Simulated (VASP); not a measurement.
Set up this calculation in VASP 6.6.1, as the native input.

* Task: single point
* Functional: r2SCAN
* Potentials or basis: VASP PAW PBE potentials, release 64 (Pb_d, Te)
* Cutoff: 540 eV
* k mesh: 9 × 9 × 9
* Occupations: gaussian, width 0.03 eV
* Spin: non-collinear spin, zero start, spin-orbit coupling
* Starting moments: [[0.0, 0.0, 0.0], [0.0, 0.0, 0.0]] μB
* Tolerance level: standard
* Purpose: all
* Further INCAR settings: ALGO = Normal; EDIFF = 1e-06

The structure of TePb lies in POSCAR:

```
TePb
1.0
    0.0000000000      3.2310000000      3.1986900000
    3.2310000000      0.0000000000      3.1986900000
    3.2310000000      3.2310000000      0.0000000000
Pb Te
1 1
Direct
    0.0000000000      0.0000000000      0.0000000000
    0.5123800700      0.5123800700      0.4876199300
```

This cell differs from its parent crystal: last atom moved by 0.08 Å along z, cell strained by -1.0% along z.

The input as run:

INCAR

```
METAGGA = R2SCAN
LSORBIT = True
MAGMOM = 0 0 0 0 0 0
LORBIT = 11
ISMEAR = 0
SIGMA = 0.03
LWAVE = False
LCHARG = False
ISIF = 2
PREC = Accurate
LASPH = True
LREAL = False
ALGO = Normal
EDIFF = 1E-6
NELM = 200
GGA_COMPAT = False
ENCUT = 540
EFERMI = MIDGAP
LMIXTAU = True
KPAR = 2
```

KPOINTS

```
Automatic mesh
0
Gamma
  9 9 9
  0 0 0
```

Potentials or basis: VASP PAW PBE potentials, release 64 (Pb_d, Te).

Launch:

```bash
$ cat potpaw_PBE.64/Pb_d/POTCAR potpaw_PBE.64/Te/POTCAR > POTCAR
$ mpirun -np 2 vasp_ncl > vasp.out
```

It gave:

```yaml
Pressure: 2.0 GPa
Largest_force: 0.032 eV/Å
Net_moment: 0.00 μB per cell
Valence_electrons_inside_the_program's_atomic_spheres: Pb 11.87; Te 3.44
```

Caveat: the cell differs from its parent crystal (last atom moved by 0.08 Å along z, cell strained by -1.0% along z); the PAW data sets were made with another functional, which shifts forces and pressure a little.

It took 45 min on 2 MPI ranks on AMD EPYC 7R13 Processor (Zen 3), with other jobs on the host, peak memory 0.73 GiB a rank.
